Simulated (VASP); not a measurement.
A run of VASP 6.6.1 is set up as follows.

File POSCAR:

```
SrO
1.0
    3.1028650707      0.0000000000      0.0000000000
    0.0000000000      3.1028650707      0.0000000000
    0.0000000000      0.0000000000      3.1028650707
Sr O
1 1
Direct
    0.0000000000      0.0000000000      0.0000000000
    0.5000000000      0.5000000000      0.5000000000
```

File INCAR.step1:

```
SYSTEM = SrO
  PREC = Accurate
  ENCUT = 520
  ISMEAR = 0
  SIGMA = 0.01
  LREAL = .FALSE.
  LASPH = .TRUE.
  NELM = 100
  NBANDS = 15
  GGA = PE
  ALGO = Normal
  EDIFF = 1E-4
  LWAVE = .TRUE.
  LCHARG = .FALSE.
```

INCAR.step2

```
SYSTEM = SrO
  PREC = Accurate
  ENCUT = 520
  EDIFF = 1E-6
  ISMEAR = 0
  SIGMA = 0.01
  LREAL = .FALSE.
  LASPH = .TRUE.
  NELM = 100
  ALGO = Normal
  ISIF = 2
  LWAVE = .FALSE.
  LCHARG = .FALSE.
  METAGGA = R2SCAN
  LMIXTAU = .TRUE.
  NBANDS = 15
  ISTART = 1
```

File KPOINTS:

```
regular mesh
0
G
  8 8 8
  0 0 0
```

Potentials or basis: VASP PAW PBE potentials, release 64 (Sr_sv, O).

The run is started by

```bash
$ cat potpaw_PBE.64/Sr_sv/POTCAR potpaw_PBE.64/O/POTCAR > POTCAR
$ cp INCAR.step1 INCAR
$ mpirun -np 1 vasp_std > vasp.out
$ cp INCAR.step2 INCAR
$ mpirun -np 1 vasp_std > vasp.out
```

Predict the pressure.

0.8 GPa.

What does it give for the band gap on the k mesh?

3.24 eV, indirect (least direct gap 3.30 eV).

Caveat: the PAW data sets were made with another functional, which shifts forces and pressure a little. r2SCAN opens gaps a little over a GGA but as a rule still falls short of measured ones.
